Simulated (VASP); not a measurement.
Input of a VASP 6.6.1 run:

File INCAR:

```
SYSTEM = AlN
PREC = Accurate ; ENCUT = 600
EDIFF = 1E-6 ; ISMEAR = -5
SIGMA = 0.05 ; LREAL = .False.
LASPH = .True. ; NELM = 120
ALGO = Normal ; ISIF = 2
LWAVE = .False. ; LCHARG = .False.
GGA = PE ; NBANDS = 26
GGA_COMPAT = .False.
```

Contents of KPOINTS:

```
regular mesh
0
Gamma
  6 6 6
  0 0 0
```

Contents of POSCAR:

```
AlN
1.0
    4.4031742011      0.0000000000      0.0000000000
    0.0000000000     -4.4031742011      0.0000000000
    0.0000000000      0.0000000000     -4.4031742011
Al N
4 4
Direct
    0.5000000000      0.5000000000      1.0000000000
    0.0000000000      0.0000000000      1.0000000000
    0.0000000000      0.5000000000      0.5000000000
    0.5000000000      0.0000000000      0.5000000000
    0.7500000000      0.7500000000      0.7500000000
    0.2500000000      0.2500000000      0.7500000000
    0.2500000000      0.7500000000      0.2500000000
    0.7500000000      0.2500000000      0.2500000000
```

Potentials or basis: VASP PAW PBE potentials, release 64 (Al, N).

Launch:

```bash
$ cat potpaw_PBE.64/Al/POTCAR potpaw_PBE.64/N/POTCAR > POTCAR
$ mpirun -np 1 vasp_std > vasp.out
```

Problem. Predict the pressure.

Solution. -0.4 GPa.

Problem. Predict the band gap on the k mesh.

Solution. 3.31 eV.

A k mesh can miss the band edges.
